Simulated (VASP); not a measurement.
# P (Cmce) in VASP: single point with LDA

Aim: the single point of P with LDA.

All numbers are computed with VASP 6.6.1; they aren't measurements. Logs are shortened: lines on timing, memory, paths and dates and some standing lists are left out, and cuts for length are marked.

## Step 1: The cell of the first run

Symmetry: Cmce, No. 64, orthorhombic system. The conventional cell has a = 3.310 Å, b = 10.169 Å, c = 4.127 Å, α = 90.00°, β = 90.00°, γ = 90.00°. Within 2.9 Å of P (site symmetry m) lie 3 P at 2.22 to 2.24 Å.

## Step 2: Single point, LDA

INCAR

```
SYSTEM = P
ALGO     = Fast           ! electronic algorithm
EDIFF    = 1E-7           ! SCF threshold, eV
ENCUT    = 520            ! plane-wave cutoff, eV
GGA      = CA             ! functional
ISIF     = 2              ! what is computed and relaxed
ISMEAR   = 0              ! smearing method
LASPH    = .TRUE.         ! aspherical terms in the spheres
LCHARG   = .FALSE.        ! write CHGCAR
LREAL    = .FALSE.        ! projectors in reciprocal space
LWAVE    = .FALSE.        ! write WAVECAR
NBANDS   = 18             ! bands
NELM     = 100            ! most SCF steps
PREC     = Accurate       ! precision mode
SIGMA    = 0.05           ! smearing width, eV
```

KPOINTS

```
k-points
0
G
  12 12 10
  0 0 0
```

POSCAR

```
P
1.0
    1.6552304651     -5.0844496096      0.0000000000
    1.6552304651      5.0844496096      0.0000000000
    0.0000000000      0.0000000000      4.1271570460
P
4
Direct
    0.8935815793      0.1064184207      0.0710494458
    0.6064184207      0.3935815793      0.5710494458
    0.1064184207      0.8935815793      0.9289505542
    0.3935815793      0.6064184207      0.4289505542
```

Potentials or basis: VASP PAW LDA potentials, release 64 (P).

Command:

```console
> cat potpaw_LDA.64/P/POTCAR > POTCAR
> mpirun -np 1 vasp_std > vasp.out
```

OUTCAR:

```text
SYSTEM = P
   EDIFF = 1E-7
   ENCUT = 520
   GGA = CA
   ISIF = 2
   ISMEAR = 0
   LASPH = .TRUE.
   LREAL = .FALSE.
   NELM = 100
   PREC = Accurate

 ion  position               nearest neighbor table
   1  0.894  0.106  0.071-   4 2.22   4 2.22   3 2.24
   2  0.606  0.394  0.571-   3 2.22   3 2.22   4 2.24
   3  0.106  0.894  0.929-   2 2.22   2 2.22   1 2.24
   4  0.394  0.606  0.429-   1 2.22   1 2.22   2 2.24

  LATTYP: Found a base centered orthorhombic cell.
 ALAT       =     3.3104609302
 B/A-ratio  =     3.0717472381
 C/A-ratio  =     1.2467016325

  Lattice vectors:

 A1 = (   1.6552304651,  -5.0844496096,   0.0000000000)
 A2 = (   1.6552304651,   5.0844496096,   0.0000000000)
 A3 = (   0.0000000000,   0.0000000000,   4.1271570460)

Analysis of symmetry for initial positions (statically):
=====================================================================
 Subroutine PRICEL returns:
 Original cell was already a primitive cell.

 Routine SETGRP: Setting up the symmetry group for a
 base centered orthorhombic supercell.

 Subroutine GETGRP returns: Found  8 space group operations
 (whereof  4 operations were pure point group operations)
 out of a pool of  8 trial point group operations.

The static configuration has the point symmetry C_2h.
 The point group associated with its full space group is D_2h.

Analysis of symmetry for dynamics (positions and initial velocities):
=====================================================================
 Subroutine PRICEL returns:
 Original cell was already a primitive cell.

 Routine SETGRP: Setting up the symmetry group for a
 base centered orthorhombic supercell.

 Subroutine GETGRP returns: Found  8 space group operations
 (whereof  4 operations were pure point group operations)
 out of a pool of  8 trial point group operations.

The dynamic configuration has the point symmetry C_2h.
 The point group associated with its full space group is D_2h.

 Subroutine INISYM returns: Found  8 space group operations
 (whereof  4 operations are pure point group operations),
 and found     1 'primitive' translations

----------------------------------------------------------------------------------------

                                     Primitive cell

  volume of cell :      69.4678

  direct lattice vectors                    reciprocal lattice vectors
     1.655230465 -5.084449610  0.000000000     0.302072739 -0.098339061  0.000000000
     1.655230465  5.084449610  0.000000000     0.302072739  0.098339061  0.000000000
[... 93 lines left out ...]
   IBRION =     -1    ionic relax: 0-MD 1-quasi-New 2-CG
   NFREE  =      0    steps in history (QN), initial steepest desc. (CG)
   ISIF   =      2    stress and relaxation
   ISYM   =      2    0-nonsym 1-usesym 2-fastsym
   POTIM  = 0.5000    time-step for ionic-motion
   TEBEG  =    0.0;   TEEND  =   0.0 temperature during run
   PSTRESS=    0.0 pullay stress
   NELECT =      20.0000    total number of electrons
   NUPDOWN=      -1.0000    fix difference up-down
   EMIN   =  10.00;   EMAX   =-10.00  energy-range for DOS
   EFERMI =   0.00;   METHOD = LEGACY
   ISMEAR =     0;   SIGMA  =   0.05  broadening in eV -4-tet -1-fermi 0-gaus
   EFERMI_NEDOS =   21; number of points for ismear=-14 and -15
   IALGO  =     68    algorithm
   IMIX   =      4    mixing-type and parameters
     AMIX     =   0.40;   BMIX     =  1.00
     AMIX_MAG =   1.60;   BMIX_MAG =  1.00
  volume/ion in A,a.u.               =      17.37       117.20
  Fermi-wavevector in a.u.,A,eV,Ry     =   1.080995  2.042784 15.899091  1.168550
  Thomas-Fermi vector in A             =   2.217000
   LORBIT       =      0    0 simple, 1 ext, 2 COOP (PROOUT), +10 PAW based schemes
   GGA     = CA    functional components
   LHFCALC =     F    Hartree Fock is set to
   AEXX    =    0.0000 exact exchange contribution
   IVDW    =     0    specifies the selected vdW correction
   LEPSILON=     F    determine dielectric tensor
   LRPA    =     F    only Hartree local field effects (RPA)
 non-spin polarized calculation
 RMM-DIIS sequential band-by-band and
 Gauss-broadening in eV      SIGMA  =   0.05
  energy-cutoff  :      520.00
  volume of cell :       69.47
 maximum number of plane-waves:      1888
   NGX = 19   NGY = 19   NGZ = 15

 number of electron      19.9999998 magnetization

 Free energy of the ion-electron system (eV)
  ---------------------------------------------------
  ext. energy  EPLUGINS =         0.00000000
  ---------------------------------------------------
  free energy    TOTEN  =       -24.11610079 eV

  energy without entropy =      -24.11593982  energy(sigma->0) =      -24.11602031

 E-fermi :   7.4507     XC(G=0): -10.5132

 val. band max:        7.4219121616   @ k =   0.5000   0.1667   0.0000
 cond. band min:       7.4691162302   @ k =   0.4167   0.2500   0.0000
 fundamental gap:      0.0472040685
 Fermi energy:         7.4507377397

 k-point     1 :       0.0000    0.0000    0.0000
  band No.  band energies     occupation
      1      -8.5786      2.00000
      2      -5.1611      2.00000
      3      -1.5629      2.00000
      4       0.0889      2.00000
      5       2.3062      2.00000
      6       3.3783      2.00000
[... 481 lines left out ...]
      5       1.4880      2.00000
      6       2.0293      2.00000
[... 10 lines left out ...]
     17      12.7840      0.00000
     18      13.5767      0.00000

 [... further k-points ...]

------------------------ aborting loop because EDIFF is reached ----------------------------------------

  FORCE on cell =-STRESS in cart. coord.  units (eV):
  Direction    XX          YY          ZZ          XY          YZ          ZX
  --------------------------------------------------------------------------------------
  -------------------------------------------------------------------------------------
  Total       -0.1203622     -0.1311709     -0.1203532      0.0000000      0.0000000      0.0000000
  in kB       -2.7759851     -3.0252737     -2.7757795      0.0000000      0.0000000      0.0000000
  external PRESSURE =      -2.8590128 kB  Pullay stress =       0.0000000 kB

 VOLUME and BASIS-vectors are now :
 -----------------------------------------------------------------------------
  energy-cutoff  :      520.00
  volume of cell :       69.47
      direct lattice vectors                 reciprocal lattice vectors
     1.655230465 -5.084449610  0.000000000     0.302072739 -0.098339061  0.000000000
     1.655230465  5.084449610  0.000000000     0.302072739  0.098339061  0.000000000
     0.000000000  0.000000000  4.127157046     0.000000000  0.000000000  0.242297540

 POSITION                                       TOTAL-FORCE (eV/Angst)
 -----------------------------------------------------------------------------------
      1.65523     -4.00229      0.29323         0.000000     -0.031825      0.038015
      1.65523     -1.08216      2.35681         0.000000      0.031825      0.038015
      1.65523      4.00229      3.83392         0.000000      0.031825     -0.038015
      1.65523      1.08216      1.77035         0.000000     -0.031825     -0.038015
 -----------------------------------------------------------------------------------
    total drift:                                0.000000      0.000000      0.000000

  FREE ENERGIE OF THE ION-ELECTRON SYSTEM (eV)
  ---------------------------------------------------
  free  energy   TOTEN  =       -24.1161007908 eV

  energy  without entropy=      -24.1159398195  energy(sigma->0) =      -24.11602031
```

stdout:

```text
POSCAR found type information on POSCAR P
 POSCAR found :  1 types and       4 ions
 scaLAPACK will be used
 LDA part: xc-table for (Slater(with rela. corr.)+CA(PZ))
 , standard interpolation
 POSCAR, INCAR and KPOINTS ok, starting setup
 FFT: planning ... GRIDC
 FFT: planning ... GRID_SOFT
 FFT: planning ... GRID
 WAVECAR not read
 entering main loop
```

Run time: 6.4 min. Hardware: 1 thread of Oxide Virtual Turin-like, shared host; peak memory 0.3 GiB.

What came out:

```yaml
Free_energy: -24.1161 eV
Pressure: -0.3 GPa
Largest_force: 0.050 eV/Å
Band_gap_on_the_k_mesh: zero (bands 10 and 11 overlap by 0.36 eV)
```

Forces in eV/Å, atoms in the order of the input:
```
P    0.000 -0.032  0.038
P    0.000  0.032  0.038
P    0.000  0.032 -0.038
P    0.000 -0.032 -0.038
```

Levels at points of the mesh, in eV from the Fermi level:
```
           k point  band 7  band 8  band 9  band 10  band 11  band 12  band 13  band 14
(0.00, 0.00, 0.00)   -4.06   -2.86   -2.63    -1.31     1.07     1.23     1.91     3.56
(0.50, 0.00, 0.00)   -3.16   -3.16   -2.60    -2.60     0.77     0.77     1.10     1.10
(0.50, 0.50, 0.00)   -4.35   -2.11   -1.84    -0.45     0.50     0.69     2.51     3.26
(0.00, 0.00, 0.50)   -3.03   -3.03   -0.77    -0.77     1.52     1.52     2.21     2.21
(0.50, 0.00, 0.50)   -5.78   -5.78   -2.08    -2.08     1.57     1.57     4.91     4.91
(0.50, 0.50, 0.50)   -2.38   -2.38   -1.16    -1.16     1.31     1.31     2.80     2.80
```

The gap in the log of VASP goes by the Fermi energy; the results here count the filled bands.